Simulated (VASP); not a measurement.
Here is a VASP 6.6.1 calculation.

INCAR

```
SYSTEM = In2SnTe2
PREC = Accurate
ENCUT = 520
EDIFF = 1E-6
ISMEAR = 0
SIGMA = 0.1
LREAL = .FALSE.
LASPH = .TRUE.
NELM = 80
ALGO = Normal
ISIF = 2
LWAVE = .FALSE.
LCHARG = .FALSE.
GGA = PE
NBANDS = 34
```

The input KPOINTS:

```
regular mesh
0
G
  6 6 2
  0 0 0
```

POSCAR

```
In2SnTe2
1.0
    4.5123939900      0.0000000000      0.0000000000
   -2.2561970000      3.9078478300      0.0000000000
    0.0000000000      0.0000000000      7.9794181900
In Sn Te
2 1 2
Direct
    0.6666666700      0.3333333300      0.6167762900
    0.3333333300      0.6666666700      0.3832237100
    0.0000000000      0.0000000000      0.0000000000
    0.6666666700      0.3333333300      0.2785192100
    0.3333333300      0.6666666700      0.7214807900
```

Potentials or basis: VASP PAW PBE potentials, release 64 (In_d, Sn_d, Te).

The run is started by

```console
$ cat potpaw_PBE.64/In_d/POTCAR potpaw_PBE.64/Sn_d/POTCAR potpaw_PBE.64/Te/POTCAR > POTCAR
$ mpirun -np 1 vasp_std > vasp.out
```

**Question.** Predict the largest force.

**Answer.** 3.835 eV/Å.

**Question.** Estimate the pressure.

**Answer.** 18.0 GPa.

**Question.** What does it give for the band gap on the k mesh?

**Answer.** Zero (bands 26 and 27 overlap by 1.13 eV).

Forces on the atoms (eV/Å):
```
In   0.000  0.000  1.450
In   0.000  0.000 -1.450
Sn   0.000  0.000  0.000
Te   0.000  0.000 -3.835
Te   0.000  0.000  3.835
```

Caveat: the k points lie up to 0.39 Å⁻¹ apart, too coarse for converged energies and pressures of a metal; spin-orbit coupling is left out, which moves the levels of the heavy elements; forces of over 1 eV/Å act on the atoms, so gaps and moduli don't describe the material at rest.
